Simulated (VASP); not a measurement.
Wanted: the native input for a VASP 6.6.1 run.

| Item | Value |
| --- | --- |
| Task | single point |
| Functional | PBE |
| Potentials or basis | VASP PAW PBE potentials, release 64 (Re) |
| Cutoff | 520 eV |
| k mesh | 18 × 18 × 18 |
| Occupations | fermi-dirac, width 0.1 eV |
| Spin | no spin polarisation |
| Dipole correction | no |
| Further INCAR settings | ALGO = Normal; EDIFF = 1e-07; NBANDS = 14 |

The structure of Re lies in POSCAR:

```
Re
1.0
   -2.3805387341      2.3805387341      1.2387016684
    2.3805387341     -2.3805387341      1.2387016684
    2.3805387341      2.3805387341     -1.2387016684
Re
2
Direct
   -0.3750000000     -0.1250000000     -0.2500000000
    0.3750000000      0.1250000000      0.2500000000
```

The input as run:

INCAR

```
PREC = Accurate ; ENCUT = 520
EDIFF = 1E-7 ; ISMEAR = -1
SIGMA = 0.1 ; LREAL = False
LASPH = True ; NELM = 80
ALGO = Normal ; ISIF = 2
LWAVE = False ; LCHARG = False
GGA = PE ; NBANDS = 14
```

KPOINTS

```
regular mesh
0
Gamma
  18 18 18
```

Potentials or basis: VASP PAW PBE potentials, release 64 (Re).

Launch:

```sh
$ cat potpaw_PBE.64/Re/POTCAR > POTCAR
$ mpirun -np 1 vasp_std > vasp.out
```

Results of the run:

```yaml
Pressure: 65.4 GPa
Band_gap_on_the_k_mesh: zero (bands 7 and 8 overlap by 2.60 eV)
```

Caveat: the cell stands under pressure; spin-orbit coupling is left out, which moves the levels of the heavy elements.

It took 3 min on 1 thread of Intel(R) Xeon(R) Platinum 8488C (Sapphire Rapids), with other jobs on the host, peak memory 0.29 GiB.
